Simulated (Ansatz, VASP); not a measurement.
One calculation of Ir, two programs

The input INCAR:

```
PREC = Accurate
ENCUT = 500
EDIFF = 1E-7
ISMEAR = -1
SIGMA = 0.05
LREAL = False
LASPH = True
NELM = 120
ALGO = Normal
ISIF = 3
LWAVE = False
LCHARG = False
GGA = B5
ALDAX = 1.0
AGGAX = 1.0
AGGAC = 1.0
ALDAC = 0.0
IVDW = 12
VDW_S6 = 1.0
VDW_S8 = 2.6996
VDW_A1 = 0.4298
VDW_A2 = 4.2359
IBRION = 2
NSW = 60
EDIFFG = -0.01
GGA_COMPAT = False
NELMIN = 4
```

The input KPOINTS:

```
Automatic mesh
0
Gamma
  12 12 12
```

Contents of POSCAR:

```
Ir
1.0
    0.0000000000      1.9156000000      1.9156000000
    1.9156000000      0.0000000000      1.9156000000
    1.9156000000      1.9156000000      0.0000000000
Ir
1
Direct
    0.0000000000      0.0000000000      0.0000000000
```

The input input.yaml:

```yaml
crystal:
  lattice:
    - [0.0, 1.9156, 1.9156]
    - [1.9156, 0.0, 1.9156]
    - [1.9156, 1.9156, 0.0]
  atoms:
    - { symbol: Ir, position: [0.0, 0.0, 0.0] }
hamiltonian:
  xc: blyp
  pseudopotentials: { kind: paw }
  dispersion: d3bj
kpoints:
  mp_grid: { grid: [12, 12, 12] }
scf:
  occupations: { method: fermi_dirac, width: 0.05 }
output:
  forces: true
  stress: true
relax:
  f_tol: 0.01
  max_steps: 40
  cell: { stress_tol: 0.05 }
```

Alike in both runs: task relaxation of cell and atoms; functional BLYP; dispersion D3(BJ); k mesh 12 × 12 × 12; occupations fermi-dirac, width 0.05 eV; no spin polarisation.

|  | VASP | Ansatz |
| --- | --- | --- |
| version | VASP 6.6.1 | Ansatz 0.2.0 |
| potentials or method | VASP PAW PBE potentials, release 64 (Ir_sv_GW) | Ansatz PAW |
| plane-wave cutoff (eV) | 500 | 420 |
| valence electrons in the cell | 17 | 17 |

VASP gave:

| Item | Value |
| --- | --- |
| relaxed volume (Å³/atom) | 14.31 |
| relaxed cell length with the largest relative difference (Å) | 2.725 |

Problem. Estimate Ansatz's values.

Solution. Relaxed volume (Å³/atom): 14.36; relaxed cell length with the largest relative difference (Å): 2.729.

VASP's potentials were made for PBE, not for BLYP.

Neither program's run includes spin-orbit coupling. Noted on Ansatz's run: the plane-wave basis is chosen anew once the cell has moved, so the energies of steps on either side of that aren't comparable.
